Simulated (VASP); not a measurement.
# BaO (Fm-3m) in VASP: relaxation of cell and atoms with PBE

Aim: the relaxation of cell and atoms of BaO with PBE.

All numbers are computed with VASP 6.6.1; they aren't measurements. Logs are shortened: lines on timing, memory, paths and dates and some standing lists are left out, and cuts for length are marked.

### 1 The cell of the first run

Symmetry: Fm-3m, No. 225, cubic system. The conventional cell has a = 5.574 Å, b = 5.574 Å, c = 5.574 Å, α = 90.00°, β = 90.00°, γ = 90.00°. Within 3.7 Å of Ba (site symmetry m-3m) lie 6 O at 2.79 Å. Within 3.7 Å of O (site symmetry m-3m) lie 6 Ba at 2.79 Å.

### 2 Relaxation of cell and atoms, PBE

The input, INCAR:

```
SYSTEM = BaO
PREC = Accurate ; ENCUT = 1340
EDIFF = 1E-7 ; ISMEAR = 0
SIGMA = 0.02 ; LREAL = .False.
LASPH = .True. ; NELM = 120
ALGO = Normal ; ISIF = 3
LWAVE = .False. ; LCHARG = .False.
GGA = PE ; IBRION = 2
NSW = 80 ; EDIFFG = -0.01
GGA_COMPAT = .False. ; NELMIN = 4
```

The input, KPOINTS:

```
regular mesh
0
Gamma
  8 8 8
  0 0 0
```

The input, POSCAR:

```
BaO
1.0
    0.0000000000      2.7870094962      2.7870094962
    2.7870094962      0.0000000000      2.7870094962
    2.7870094962      2.7870094962      0.0000000000
Ba O
1 1
Direct
    0.0000000000      0.0000000000      0.0000000000
    0.5000000000      0.5000000000      0.5000000000
```

Potentials or basis: VASP PAW PBE potentials, release 64 (Ba_sv, O_h).

Launch:

```console
$ cat potpaw_PBE.64/Ba_sv/POTCAR potpaw_PBE.64/O_h/POTCAR > POTCAR
$ mpirun -np 1 vasp_std > vasp.out
```

OUTCAR:

```text
SYSTEM = BaO
   PREC = Accurate
   ENCUT = 1340
   EDIFF = 1E-7
   ISMEAR = 0
   LREAL = .False.
   LASPH = .True.
   NELM = 120
   ISIF = 3
   GGA = PE
   IBRION = 2
   NSW = 80
   EDIFFG = -0.01
   NELMIN = 4

 ion  position               nearest neighbor table
   1  0.000  0.000  0.000-   2 2.79   2 2.79   2 2.79   2 2.79   2 2.79   2 2.79
   2  0.500  0.500  0.500-   1 2.79   1 2.79   1 2.79   1 2.79   1 2.79   1 2.79

  LATTYP: Found a face centered cubic cell.
 ALAT       =     5.5740189924

  Lattice vectors:

 A1 = (   0.0000000000,   2.7870094962,   2.7870094962)
 A2 = (   2.7870094962,   0.0000000000,   2.7870094962)
 A3 = (   2.7870094962,   2.7870094962,   0.0000000000)

Analysis of symmetry for initial positions (statically):
=====================================================================
 Subroutine PRICEL returns:
 Original cell was already a primitive cell.

 Routine SETGRP: Setting up the symmetry group for a
 face centered cubic supercell.

 Subroutine GETGRP returns: Found 48 space group operations
 (whereof 48 operations were pure point group operations)
 out of a pool of 48 trial point group operations.

The static configuration has the point symmetry O_h .

Analysis of symmetry for dynamics (positions and initial velocities):
=====================================================================
 Subroutine PRICEL returns:
 Original cell was already a primitive cell.

 Routine SETGRP: Setting up the symmetry group for a
 face centered cubic supercell.

 Subroutine GETGRP returns: Found 48 space group operations
 (whereof 48 operations were pure point group operations)
 out of a pool of 48 trial point group operations.

The dynamic configuration has the point symmetry O_h .

 Subroutine INISYM returns: Found 48 space group operations
 (whereof 48 operations are pure point group operations),
 and found     1 'primitive' translations

----------------------------------------------------------------------------------------

                                     Primitive cell

  volume of cell :      43.2958

  direct lattice vectors                    reciprocal lattice vectors
     0.000000000  2.787009496  2.787009496    -0.179403766  0.179403766  0.179403766
     2.787009496  0.000000000  2.787009496     0.179403766 -0.179403766  0.179403766
     2.787009496  2.787009496  0.000000000     0.179403766  0.179403766 -0.179403766

  length of vectors
     3.941426628  3.941426628  3.941426628     0.310736438  0.310736438  0.310736438

  position of ions in fractional coordinates (direct lattice)
     0.000000000  0.000000000  0.000000000
     0.500000000  0.500000000  0.500000000

  ion indices of the primitive-cell ions
   primitive index   ion index
                 1           1
                 2           2

----------------------------------------------------------------------------------------

 KPOINTS: regular mesh

Automatic generation of k-mesh.
 Grid dimensions read from file:
 generate k-points for:    8    8    8

 Generating k-lattice:

  Cartesian coordinates                     Fractional coordinates (reciprocal lattice)
    -0.022425471  0.022425471  0.022425471     0.125000000  0.000000000  0.000000000
     0.022425471 -0.022425471  0.022425471     0.000000000  0.125000000  0.000000000
     0.022425471  0.022425471 -0.022425471     0.000000000  0.000000000  0.125000000

  Length of vectors
     0.038842055  0.038842055  0.038842055

  Shift w.r.t. Gamma in fractional coordinates (k-lattice)
     0.000000000  0.000000000  0.000000000

 Subroutine IBZKPT returns following result:
 ===========================================

 Found     29 irreducible k-points:

 Following reciprocal coordinates:
            Coordinates               Weight
  0.000000  0.000000  0.000000      1.000000
  0.125000  0.000000  0.000000      8.000000
  0.250000  0.000000  0.000000      8.000000
  0.375000  0.000000  0.000000      8.000000
  0.500000  0.000000  0.000000      4.000000
  0.125000  0.125000  0.000000      6.000000
[... 16 lines left out ...]
  0.500000  0.250000  0.125000     48.000000
 -0.375000  0.250000  0.125000     24.000000
 [... further k-points ...]
   k-points           NKPTS =     29   k-points in BZ     NKDIM =     29   number of bands    NBANDS=     12
   number of dos      NEDOS =    301   number of ions     NIONS =      2
   total plane-waves  NPLWV = 110592
   dimension x,y,z NGX =    48 NGY =   48 NGZ =   48
   dimension x,y,z NGXF=    96 NGYF=   96 NGZF=   96
   ions per type =               1   1
   NGX,Y,Z   is equivalent  to a cutoff of  20.25, 20.25, 20.25 a.u.
   NGXF,Y,Z  is equivalent  to a cutoff of  40.49, 40.49, 40.49 a.u.
 SYSTEM =  BaO
   PREC   = accura    normal or accurate (medium, high low for compatibility)
   ISTART =      0    job   : 0-new  1-cont  2-samecut
   ICHARG =      2    charge: 1-file 2-atom 10-const
   ISPIN  =      1    spin polarized calculation?
   LNONCOLLINEAR =      F non collinear calculations
   LSORBIT =      F    spin-orbit coupling
   LASPH  =      T    aspherical Exc in radial PAW
   ENCUT  = 1340.0 eV  98.49 Ry    9.92 a.u.  11.76 11.76 11.76*2*pi/ulx,y,z
   NELM   =    120;   NELMIN=  4; NELMDL= -5     # of ELM steps
   EDIFF  = 0.1E-06   stopping-criterion for ELM
   LREAL  =      F    real-space projection
   EDIFFG = -.1E-01   stopping-criterion for IOM
   NSW    =     80    number of steps for IOM
   IBRION =      2    ionic relax: 0-MD 1-quasi-New 2-CG
   NFREE  =      1    steps in history (QN), initial steepest desc. (CG)
   ISIF   =      3    stress and relaxation
   ISYM   =      2    0-nonsym 1-usesym 2-fastsym
   POTIM  = 0.5000    time-step for ionic-motion
   TEBEG  =    0.0;   TEEND  =   0.0 temperature during run
   PSTRESS=    0.0 pullay stress
   NELECT =      16.0000    total number of electrons
   NUPDOWN=      -1.0000    fix difference up-down
   EMIN   =  10.00;   EMAX   =-10.00  energy-range for DOS
   EFERMI =   0.00;   METHOD = LEGACY
   ISMEAR =     0;   SIGMA  =   0.02  broadening in eV -4-tet -1-fermi 0-gaus
   EFERMI_NEDOS =   21; number of points for ismear=-14 and -15
   IALGO  =     38    algorithm
   IMIX   =      4    mixing-type and parameters
     AMIX     =   0.40;   BMIX     =  1.00
     AMIX_MAG =   1.60;   BMIX_MAG =  1.00
  volume/ion in A,a.u.               =      21.65       146.09
  Fermi-wavevector in a.u.,A,eV,Ry     =   1.174807  2.220063 18.778360  1.380171
  Thomas-Fermi vector in A             =   2.311198
   LORBIT       =      0    0 simple, 1 ext, 2 COOP (PROOUT), +10 PAW based schemes
   GGA     = PE    functional components
   LHFCALC =     F    Hartree Fock is set to
   AEXX    =    0.0000 exact exchange contribution
   IVDW    =     0    specifies the selected vdW correction
   LEPSILON=     F    determine dielectric tensor
   LRPA    =     F    only Hartree local field effects (RPA)
 conjugate gradient relaxation of ions
 non-spin polarized calculation
 Gauss-broadening in eV      SIGMA  =   0.02
  energy-cutoff  :     1340.00
  volume of cell :       43.30
 maximum number of plane-waves:      4909
   NGX = 23   NGY = 23   NGZ = 23

--------------------------------------- Ionic step        1  -------------------------------------------

 number of electron      15.9999999 magnetization

 Free energy of the ion-electron system (eV)
  ---------------------------------------------------
  ext. energy  EPLUGINS =         0.00000000
  ---------------------------------------------------
  free energy    TOTEN  =       -11.81196436 eV

  energy without entropy =      -11.81196436  energy(sigma->0) =      -11.81196436

------------------------ aborting loop because EDIFF is reached ----------------------------------------

  FORCE on cell =-STRESS in cart. coord.  units (eV):
  Direction    XX          YY          ZZ          XY          YZ          ZX
  --------------------------------------------------------------------------------------
  -------------------------------------------------------------------------------------
  Total        0.4044710      0.4044710      0.4044710      0.0000000     -0.0000000      0.0000000
  in kB       14.9676143     14.9676143     14.9676143      0.0000000     -0.0000000      0.0000000
  external PRESSURE =      14.9676143 kB  Pullay stress =       0.0000000 kB

 VOLUME and BASIS-vectors are now :
 -----------------------------------------------------------------------------
  energy-cutoff  :     1340.00
  volume of cell :       43.30
      direct lattice vectors                 reciprocal lattice vectors
     0.000000000  2.787009496  2.787009496    -0.179403766  0.179403766  0.179403766
     2.787009496  0.000000000  2.787009496     0.179403766 -0.179403766  0.179403766
     2.787009496  2.787009496  0.000000000     0.179403766  0.179403766 -0.179403766
[... 37 lines left out ...]
 POSITION                                       TOTAL-FORCE (eV/Angst)
 -----------------------------------------------------------------------------------
      2.81420      2.81420      5.62840         0.000000     -0.000000     -0.000000
      2.81420      2.81420      2.81420        -0.000000      0.000000      0.000000
 -----------------------------------------------------------------------------------
    total drift:                               -0.000000      0.000000     -0.000000

  FREE ENERGIE OF THE ION-ELECTRON SYSTEM (eV)
  ---------------------------------------------------
  free  energy   TOTEN  =       -11.8154195268 eV

  energy  without entropy=      -11.8154195268  energy(sigma->0) =      -11.81541953

--------------------------------------- Ionic step        3  -------------------------------------------

 number of electron      15.9999999 magnetization

 Free energy of the ion-electron system (eV)
  ---------------------------------------------------
  ext. energy  EPLUGINS =         0.00000000
  ---------------------------------------------------
  free energy    TOTEN  =       -11.81610277 eV

  energy without entropy =      -11.81610277  energy(sigma->0) =      -11.81610277

 E-fermi :   1.9123     XC(G=0):  -9.4399

 val. band max:        1.7806453490   @ k =   0.5000   0.5000   0.0000
 cond. band min:       3.8835493171   @ k =   0.5000   0.5000   0.0000
 fundamental gap:      2.1029039681
 Fermi energy:         1.9123168944

 k-point     1 :       0.0000    0.0000    0.0000
  band No.  band energies     occupation
      1     -24.1347      2.00000
      2     -13.1173      2.00000
      3      -8.7222      2.00000
      4      -8.7222      2.00000
      5      -8.7222      2.00000
      6       1.5377      2.00000
      7       1.5377      2.00000
      8       1.5377      2.00000
      9       5.1665      0.00000
     10       6.4831      0.00000
     11       6.4831      0.00000
     12       6.4831      0.00000

 k-point     2 :       0.1250    0.0000    0.0000
  band No.  band energies     occupation
      1     -24.1042      2.00000
      2     -13.2098      2.00000
      3      -8.7560      2.00000
      4      -8.7391      2.00000
      5      -8.7391      2.00000
      6       1.2103      2.00000
      7       1.3523      2.00000
      8       1.3523      2.00000
      9       5.7903      0.00000
     10       6.3650      0.00000
     11       6.7594      0.00000
     12       6.7594      0.00000
[... 316 lines left out ...]
 k-point    24 :      -0.3750    0.2500    0.1250
  band No.  band energies     occupation
      1     -23.8878      2.00000
      2     -13.5995      2.00000
      3      -9.2776      2.00000
      4      -9.2727      2.00000
      5      -8.8279      2.00000
      6       0.3945      2.00000
      7       0.9501      2.00000
      8       1.0214      2.00000
      9       6.6067      0.00000
     10       7.1977      0.00000
     11       9.4059      0.00000
     12       9.4984      0.00000

 [... further k-points ...]
[... 5 lines left out ...]
  --------------------------------------------------------------------------------------
  -------------------------------------------------------------------------------------
  Total        0.0020520      0.0020520      0.0020520      0.0000000     -0.0000000      0.0000000
  in kB        0.0743823      0.0743823      0.0743823      0.0000000     -0.0000000      0.0000000
  external PRESSURE =       0.0743823 kB  Pullay stress =       0.0000000 kB

 VOLUME and BASIS-vectors are now :
 -----------------------------------------------------------------------------
  energy-cutoff  :     1340.00
  volume of cell :       44.20
      direct lattice vectors                 reciprocal lattice vectors
     0.000000000  2.806258035  2.806258035    -0.178173209  0.178173209  0.178173209
     2.806258035 -0.000000000  2.806258035     0.178173209 -0.178173209  0.178173209
     2.806258035  2.806258035  0.000000000     0.178173209  0.178173209 -0.178173209

 POSITION                                       TOTAL-FORCE (eV/Angst)
 -----------------------------------------------------------------------------------
      0.00000      0.00000      0.00000        -0.000000      0.000000     -0.000000
      2.80626      2.80626      2.80626         0.000000     -0.000000      0.000000
 -----------------------------------------------------------------------------------
    total drift:                               -0.000000     -0.000000     -0.000000

  FREE ENERGIE OF THE ION-ELECTRON SYSTEM (eV)
  ---------------------------------------------------
  free  energy   TOTEN  =       -11.8161027693 eV

  energy  without entropy=      -11.8161027693  energy(sigma->0) =      -11.81610277

 reached required accuracy - stopping structural energy minimisation
```

Wall time 2 min (1 thread of Intel Xeon Platinum 8488C (Sapphire Rapids), shared host); peak memory 0.4 GiB.

What came out:

* Free energy: -11.8161 eV
* Relaxed volume: 22.10 Å³/atom
* Relaxed cell: a = 3.969 Å, b = 3.969 Å, c = 3.969 Å, α = 60.00°, β = 60.00°, γ = 60.00°
* Space group after relaxing (to 0.1 Å): Fm-3m (No. 225)
* Energy gained by relaxing: 2.1 meV/atom
* Ionic steps: 3
* Pressure after relaxing: 0.0 GPa
* Band gap on the k mesh: 2.10 eV

Step by step:
```tsv
step	energy change (eV)	largest force (eV/Å)	pressure (GPa)	volume (Å³)
1	0.0000	0.0000	1.50	43.30
2	-0.0035	0.0000	-0.56	44.58
3	-0.0041	0.0000	0.01	44.20
```

Final structure:
```
Ba O
1.0
     0.00000    2.80626    2.80626
     2.80626    0.00000    2.80626
     2.80626    2.80626    0.00000
Ba O
1 1
Direct
  0.00000 0.00000 0.00000
  0.50000 0.50000 0.50000
```

Levels at points of the mesh, in eV from the valence-band top:
| k point | band 4 | band 5 | band 6 | band 7 | band 8 | band 9 | band 10 | band 11 | band 12 |
| --- | --- | --- | --- | --- | --- | --- | --- | --- | --- |
| (0.00, 0.00, 0.00) | -10.50 | -10.50 | -0.24 | -0.24 | -0.24 | 3.39 | 4.70 | 4.70 | 4.70 |
| (0.50, 0.00, 0.00) | -10.61 | -10.61 | -1.84 | -1.30 | -1.30 | 4.88 | 7.04 | 7.04 | 7.97 |
| (0.50, 0.50, 0.00) | -11.02 | -11.02 | -0.10 | -0.10 | 0.00 | 2.10 | 5.82 | 8.71 | 9.15 |

Caveat: spin-orbit coupling is left out, which moves the levels of the heavy elements.
